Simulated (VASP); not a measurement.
Write the native input for VASP 6.6.1 that does the following.

```yaml
Task: single point
Functional: PBE
Potentials_or_basis: VASP PAW PBE potentials, release 64 (Si, B)
Cutoff: 500 eV
k_mesh: 5 × 5 × 3
Occupations: gaussian, width 0.2 eV
Spin: no spin polarisation
Dipole_correction: no
Further_INCAR_settings: ALGO = Normal; EDIFF = 1e-06; NBANDS = 18
```

The structure of SiB5 lies in POSCAR:

```
SiB5
1.0
    4.4395747746      0.0000000036      0.0000000000
   -2.2197873904      3.8447845351      0.0000000000
    0.0000000000      0.0000000000      3.7304302994
Si B
1 5
Direct
    0.0000000000      0.0000000000      0.0000000000
    0.3333333333      0.6666666667      0.7173582059
    0.6666666667      0.3333333333      0.2826417941
    0.5000000000      0.0000000000      0.0000000000
    0.0000000000      0.5000000000      0.0000000000
    0.5000000000      0.5000000000      0.0000000000
```

These files were run (other wordings do the same):

INCAR

```
  ALGO = Normal
  EDIFF = 1E-6
  ENCUT = 500
  GGA = PE
  GGA_COMPAT = F
  ISIF = 2
  ISMEAR = 0
  LASPH = T
  LCHARG = F
  LREAL = F
  LWAVE = F
  NBANDS = 18
  NELM = 120
  PREC = Accurate
  SIGMA = 0.2
```

KPOINTS

```
k-points
0
Gamma
  5 5 3
```

Potentials or basis: VASP PAW PBE potentials, release 64 (Si, B).

Run with:

```console
$ cat potpaw_PBE.64/Si/POTCAR potpaw_PBE.64/B/POTCAR > POTCAR
$ mpirun -np 1 vasp_std > vasp.out
```

It gave:

```
Pressure      : 0.2 GPa
Largest force : 0.048 eV/Å
```

Caveat: the k points lie up to 0.56 Å⁻¹ apart.

Wall time 6.2 s on 1 thread of Intel(R) Xeon(R) 6975P-C (Granite Rapids) (shared host), peak memory 0.16 GiB.
